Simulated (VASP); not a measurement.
# CO2 (P4_2/mnm) in VASP: further runs

Runs on CO2. Level: r2SCAN. Tasks: single point.

Program: VASP 6.6.1. These are calculated values, not measurements. Logs are shortened: lines on timing, memory, paths and dates and some standing lists are left out, and cuts for length are marked.

## Step 1: The cell of the first run

The structure is tetragonal, space group P4_2/mnm (No. 136). The conventional cell has a = 4.227 Å, b = 4.227 Å, c = 4.688 Å, α = 90.00°, β = 90.00°, γ = 90.00°. Within 1.6 Å of C (site symmetry mmm) lie 2 O at 1.17 Å. O (site symmetry m2m) has 1 C at 1.17 Å within 1.6 Å.

## Step 2: Single point, r2SCAN

POSCAR

```
CO2
1.0
    4.2272127900      0.0000000000      0.0000000000
    0.0000000000      4.2272127900      0.0000000000
    0.0000000000      0.0000000000      4.6877715900
C O
2 4
Direct
    0.5000000000      0.5000000000      0.5000000000
    0.0000000000      0.0000000000      0.0000000000
    0.3048268600      0.6951731400      0.5000000000
    0.6951731400      0.3048268600      0.5000000000
    0.1951731400      0.1951731400      0.0000000000
    0.8048268600      0.8048268600      0.0000000000
```

INCAR.step1

```
  PREC = Accurate
  ENCUT = 520
  ISMEAR = 0
  SIGMA = 0.1
  LREAL = False
  LASPH = True
  NELM = 80
  NBANDS = 25
  GGA = PE
  ALGO = Normal
  EDIFF = 1E-4
  LWAVE = True
  LCHARG = False
```

INCAR.step2

```
  PREC = Accurate
  ENCUT = 520
  EDIFF = 1E-6
  ISMEAR = 0
  SIGMA = 0.1
  LREAL = False
  LASPH = True
  NELM = 80
  ALGO = Normal
  ISIF = 2
  LWAVE = False
  LCHARG = False
  METAGGA = R2SCAN
  LMIXTAU = True
  NBANDS = 25
  ISTART = 1
```

KPOINTS

```
regular mesh
0
Gamma
  4 4 4
```

Potentials or basis: VASP PAW PBE potentials, release 64 (C, O).

On the command line:

```console
cat potpaw_PBE.64/C/POTCAR potpaw_PBE.64/O/POTCAR > POTCAR
cp INCAR.step1 INCAR
mpirun -np 1 vasp_std > vasp.out
cp INCAR.step2 INCAR
mpirun -np 1 vasp_std > vasp.out
```

OUTCAR:

```text
PREC = Accurate
   ENCUT = 520
   EDIFF = 1E-6
   ISMEAR = 0
   LREAL = False
   LASPH = True
   NELM = 80
   ISIF = 2
   METAGGA = R2SCAN
   ISTART = 1

 ion  position               nearest neighbor table
   1  0.500  0.500  0.500-   3 1.17   4 1.17
   2  0.000  0.000  0.000-   5 1.17   6 1.17
   3  0.305  0.695  0.500-   1 1.17
   4  0.695  0.305  0.500-   1 1.17
   5  0.195  0.195  0.000-   2 1.17
   6  0.805  0.805  0.000-   2 1.17

  LATTYP: Found a simple tetragonal cell.
 ALAT       =     4.2272127900
 C/A-ratio  =     1.1089509383

  Lattice vectors:

 A1 = (   4.2272127900,   0.0000000000,   0.0000000000)
 A2 = (   0.0000000000,   4.2272127900,   0.0000000000)
 A3 = (   0.0000000000,   0.0000000000,   4.6877715900)

Analysis of symmetry for initial positions (statically):
=====================================================================
 Subroutine PRICEL returns:
 Original cell was already a primitive cell.

 Routine SETGRP: Setting up the symmetry group for a
 simple tetragonal supercell.

 Subroutine GETGRP returns: Found 16 space group operations
 (whereof  8 operations were pure point group operations)
 out of a pool of 16 trial point group operations.

The static configuration has the point symmetry D_2h.
 The point group associated with its full space group is D_4h.

Analysis of symmetry for dynamics (positions and initial velocities):
=====================================================================
 Subroutine PRICEL returns:
 Original cell was already a primitive cell.

 Routine SETGRP: Setting up the symmetry group for a
 simple tetragonal supercell.

 Subroutine GETGRP returns: Found 16 space group operations
 (whereof  8 operations were pure point group operations)
 out of a pool of 16 trial point group operations.

The dynamic configuration has the point symmetry D_2h.
 The point group associated with its full space group is D_4h.

 Subroutine INISYM returns: Found 16 space group operations
 (whereof  8 operations are pure point group operations),
 and found     1 'primitive' translations

----------------------------------------------------------------------------------------

                                     Primitive cell

  volume of cell :      83.7673

  direct lattice vectors                    reciprocal lattice vectors
     4.227212790  0.000000000  0.000000000     0.236562494  0.000000000  0.000000000
     0.000000000  4.227212790  0.000000000     0.000000000  0.236562494  0.000000000
     0.000000000  0.000000000  4.687771590     0.000000000  0.000000000  0.213320974

  length of vectors
     4.227212790  4.227212790  4.687771590     0.236562494  0.236562494  0.213320974

  position of ions in fractional coordinates (direct lattice)
     0.500000000  0.500000000  0.500000000
     0.000000000  0.000000000  0.000000000
     0.304826860  0.695173140  0.500000000
     0.695173140  0.304826860  0.500000000
     0.195173140  0.195173140  0.000000000
     0.804826860  0.804826860  0.000000000

  ion indices of the primitive-cell ions
   primitive index   ion index
                 1           1
                 2           2
                 3           3
                 4           4
                 5           5
                 6           6

----------------------------------------------------------------------------------------

 KPOINTS: regular mesh

Automatic generation of k-mesh.
 Grid dimensions read from file:
 generate k-points for:    4    4    4

 Generating k-lattice:

  Cartesian coordinates                     Fractional coordinates (reciprocal lattice)
     0.059140623  0.000000000  0.000000000     0.250000000  0.000000000  0.000000000
     0.000000000  0.059140623  0.000000000     0.000000000  0.250000000  0.000000000
     0.000000000  0.000000000  0.053330243     0.000000000  0.000000000  0.250000000

  Length of vectors
     0.059140623  0.059140623  0.053330243

  Shift w.r.t. Gamma in fractional coordinates (k-lattice)
     0.000000000  0.000000000  0.000000000

 Subroutine IBZKPT returns following result:
 ===========================================

 Found     18 irreducible k-points:

 Following reciprocal coordinates:
            Coordinates               Weight
  0.000000  0.000000  0.000000      1.000000
  0.250000  0.000000  0.000000      4.000000
  0.500000  0.000000  0.000000      2.000000
  0.250000  0.250000  0.000000      4.000000
  0.500000  0.250000  0.000000      4.000000
  0.500000  0.500000  0.000000      1.000000
[... 10 lines left out ...]
  0.500000  0.250000  0.500000      4.000000
  0.500000  0.500000  0.500000      1.000000
   k-points           NKPTS =     18   k-points in BZ     NKDIM =     18   number of bands    NBANDS=     25
   number of dos      NEDOS =    301   number of ions     NIONS =      6
   total plane-waves  NPLWV =  36864
   dimension x,y,z NGX =    32 NGY =   32 NGZ =   36
   dimension x,y,z NGXF=    64 NGYF=   64 NGZF=   72
   ions per type =               2   4
   NGX,Y,Z   is equivalent  to a cutoff of  12.58, 12.58, 12.77 a.u.
   NGXF,Y,Z  is equivalent  to a cutoff of  25.17, 25.17, 25.53 a.u.
 SYSTEM =  unknown system
   PREC   = accura    normal or accurate (medium, high low for compatibility)
   ISTART =      1    job   : 0-new  1-cont  2-samecut
   ICHARG =      0    charge: 1-file 2-atom 10-const
   ISPIN  =      1    spin polarized calculation?
   LNONCOLLINEAR =      F non collinear calculations
   LSORBIT =      F    spin-orbit coupling
   LASPH  =      T    aspherical Exc in radial PAW
   ENCUT  =  520.0 eV  38.22 Ry    6.18 a.u.   7.86  7.86  8.72*2*pi/ulx,y,z
   NELM   =     80;   NELMIN=  2; NELMDL=  0     # of ELM steps
   EDIFF  = 0.1E-05   stopping-criterion for ELM
   LREAL  =      F    real-space projection
   EDIFFG = 0.1E-04   stopping-criterion for IOM
   NSW    =      0    number of steps for IOM
   IBRION =     -1    ionic relax: 0-MD 1-quasi-New 2-CG
   NFREE  =      0    steps in history (QN), initial steepest desc. (CG)
   ISIF   =      2    stress and relaxation
   ISYM   =      2    0-nonsym 1-usesym 2-fastsym
   POTIM  = 0.5000    time-step for ionic-motion
   TEBEG  =    0.0;   TEEND  =   0.0 temperature during run
   PSTRESS=    0.0 pullay stress
   NELECT =      32.0000    total number of electrons
   NUPDOWN=      -1.0000    fix difference up-down
   EMIN   =  10.00;   EMAX   =-10.00  energy-range for DOS
   EFERMI =   0.00;   METHOD = LEGACY
   ISMEAR =     0;   SIGMA  =   0.10  broadening in eV -4-tet -1-fermi 0-gaus
   EFERMI_NEDOS =   21; number of points for ismear=-14 and -15
   IALGO  =     38    algorithm
   IMIX   =      4    mixing-type and parameters
     AMIX     =   0.40;   BMIX     =  1.00
     AMIX_MAG =   1.60;   BMIX_MAG =  1.00
  volume/ion in A,a.u.               =      13.96        94.21
  Fermi-wavevector in a.u.,A,eV,Ry     =   1.187864  2.244737 19.198094  1.411020
  Thomas-Fermi vector in A             =   2.324006
   LORBIT       =      0    0 simple, 1 ext, 2 COOP (PROOUT), +10 PAW based schemes
   METAGGA = R2SCAN    functional components
   LHFCALC =     F    Hartree Fock is set to
   AEXX    =    0.0000 exact exchange contribution
   IVDW    =     0    specifies the selected vdW correction
   LEPSILON=     F    determine dielectric tensor
   LRPA    =     F    only Hartree local field effects (RPA)
 non-spin polarized calculation
 Gauss-broadening in eV      SIGMA  =   0.10
  energy-cutoff  :      520.00
  volume of cell :       83.77
 maximum number of plane-waves:      2288
 NGX is ok and might be reduce to    32
   NGX = 15   NGY = 15   NGZ = 17

 number of electron      32.0000023 magnetization

 Free energy of the ion-electron system (eV)
  ---------------------------------------------------
  ext. energy  EPLUGINS =         0.00000000
  ---------------------------------------------------
  free energy    TOTEN  =       -51.47656506 eV

  energy without entropy =      -51.47656506  energy(sigma->0) =      -51.47656506

 E-fermi :  -3.0972     XC(G=0):  -8.5841

 val. band max:       -3.5884602543   @ k =   0.5000   0.5000   0.5000
 cond. band min:       3.5726793258   @ k =   0.0000   0.0000   0.0000
 fundamental gap:      7.1611395801
 Fermi energy:        -3.0972395470

 k-point     1 :       0.0000    0.0000    0.0000
  band No.  band energies     occupation
      1     -25.6131      2.00000
      2     -25.3159      2.00000
      3     -24.3079      2.00000
      4     -24.3079      2.00000
      5      -9.5252      2.00000
      6      -9.1447      2.00000
[... 17 lines left out ...]
     24      12.8865      0.00000
     25      13.0474      0.00000

 k-point     2 :       0.2500    0.0000    0.0000
  band No.  band energies     occupation
      1     -25.5541      2.00000
      2     -25.3397      2.00000
      3     -24.3276      2.00000
      4     -24.3232      2.00000
      5      -9.4212      2.00000
      6      -9.2080      2.00000
[... 17 lines left out ...]
     24      12.5291      0.00000
     25      12.5904      0.00000

 k-point     3 :       0.5000    0.0000    0.0000
  band No.  band energies     occupation
      1     -25.4293      2.00000
      2     -25.4293      2.00000
      3     -24.3432      2.00000
      4     -24.3432      2.00000
      5      -9.2737      2.00000
      6      -9.2737      2.00000
[... 384 lines left out ...]
 k-point    17 :       0.5000    0.2500    0.5000
  band No.  band energies     occupation
      1     -25.4026      2.00000
      2     -25.4026      2.00000
      3     -24.3660      2.00000
      4     -24.3660      2.00000
      5      -9.4180      2.00000
      6      -9.4180      2.00000
[... 17 lines left out ...]
     24      10.3672      0.00000
     25      12.1131      0.00000

 k-point    18 :       0.5000    0.5000    0.5000
  band No.  band energies     occupation
      1     -25.3833      2.00000
      2     -25.3833      2.00000
      3     -24.3838      2.00000
      4     -24.3838      2.00000
      5      -9.5209      2.00000
      6      -9.5209      2.00000
[... 17 lines left out ...]
     24      10.6194      0.00000
     25      10.8017      0.00000

------------------------ aborting loop because EDIFF is reached ----------------------------------------

  FORCE on cell =-STRESS in cart. coord.  units (eV):
  Direction    XX          YY          ZZ          XY          YZ          ZX
  --------------------------------------------------------------------------------------
  -------------------------------------------------------------------------------------
  Total        0.1588567      0.1588567      0.0131883      0.0000000      0.0000000      0.0000000
  in kB        3.0383760      3.0383760      0.2522457      0.0000000      0.0000000      0.0000000
  external PRESSURE =       2.1096659 kB  Pullay stress =       0.0000000 kB

 VOLUME and BASIS-vectors are now :
 -----------------------------------------------------------------------------
  energy-cutoff  :      520.00
  volume of cell :       83.77
      direct lattice vectors                 reciprocal lattice vectors
     4.227212790  0.000000000  0.000000000     0.236562494  0.000000000  0.000000000
     0.000000000  4.227212790  0.000000000     0.000000000  0.236562494  0.000000000
     0.000000000  0.000000000  4.687771590     0.000000000  0.000000000  0.213320974

 POSITION                                       TOTAL-FORCE (eV/Angst)
 -----------------------------------------------------------------------------------
      2.11361      2.11361      2.34389         0.000000     -0.000000      0.000000
      0.00000      0.00000      0.00000         0.000000     -0.000000      0.000000
      1.28857      2.93864      2.34389        -0.028695      0.028695     -0.000000
      2.93864      1.28857      2.34389         0.028695     -0.028695      0.000000
      0.82504      0.82504      0.00000         0.028695      0.028695     -0.000000
      3.40217      3.40217      0.00000        -0.028695     -0.028695      0.000000
 -----------------------------------------------------------------------------------
    total drift:                                0.000000      0.000000     -0.000000

  FREE ENERGIE OF THE ION-ELECTRON SYSTEM (eV)
  ---------------------------------------------------
  free  energy   TOTEN  =       -51.4765650638 eV

  energy  without entropy=      -51.4765650638  energy(sigma->0) =      -51.47656506
```

Wall time 2.4 min (1 thread of Oxide Virtual Turin-like, shared host); peak memory 0.16 GiB.

Results:

- Free energy: -51.4766 eV
- Pressure: 0.2 GPa
- Largest force: 0.041 eV/Å
- Band gap on the k mesh: 7.16 eV, indirect (least direct gap 7.64 eV)

Forces on the atoms (eV/Å):
```
C    0.000  0.000  0.000
C    0.000  0.000  0.000
O   -0.029  0.029  0.000
O    0.029 -0.029  0.000
O    0.029  0.029  0.000
O   -0.029 -0.029  0.000
```

Caveat: the PAW data sets were made with another functional, which shifts forces and pressure a little. A k mesh can miss the band edges.

[end of part 1 of 3]
